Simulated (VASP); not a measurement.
Input of a VASP 6.6.1 run:

The input INCAR:

```
ALGO     = Normal         # electronic algorithm
EDIFF    = 1E-6           # SCF threshold, eV
ENCUT    = 520            # plane-wave cutoff, eV
GGA      = PE             # functional
ISIF     = 2              # what is computed and relaxed
ISMEAR   = 0              # smearing method
LASPH    = True           # aspherical terms in the spheres
LCHARG   = True           # write CHGCAR
LELF     = True           # ELF
LREAL    = False          # projectors in reciprocal space
LVHAR    = True         
LWAVE    = False          # write WAVECAR
NBANDS   = 16             # bands
NELM     = 80             # most SCF steps
PREC     = Accurate       # precision mode
SIGMA    = 0.05           # smearing width, eV
```

The input KPOINTS:

```
k-points
0
Gamma
  12 12 6
```

File POSCAR:

```
Si
1.0
    4.0341116679      0.0000000000      0.0000000000
   -2.0170558339      3.4936431861      0.0000000000
    0.0000000000      0.0000000000      5.8002457560
Si
4
Direct
    0.3333333333      0.6666666667      0.0676455848
    0.6666666667      0.3333333333      0.5676455848
    0.3333333333      0.6666666667      0.4323544152
    0.6666666667      0.3333333333      0.9323544152
```

Potentials or basis: VASP PAW PBE potentials, release 64 (Si).

Run with:

```sh
$ cat potpaw_PBE.64/Si/POTCAR > POTCAR
$ mpirun -np 1 vasp_std > vasp.out
```

Predict the pressure.

4.5 GPa.

Predict the band gap on the k mesh.

zero (bands 8 and 9 overlap by 0.41 eV).

Estimate the largest force.

3.394 eV/Å.

Stress tensor (GPa, compression positive):
```
-9.81  0.00  0.00
 0.00 -9.81  0.00
 0.00  0.00 33.10
```

Caveat: the cell stands under pressure; semilocal functionals underestimate gaps, so a narrow gap can read as zero; forces of over 1 eV/Å act on the atoms, so gaps and moduli don't describe the material at rest.
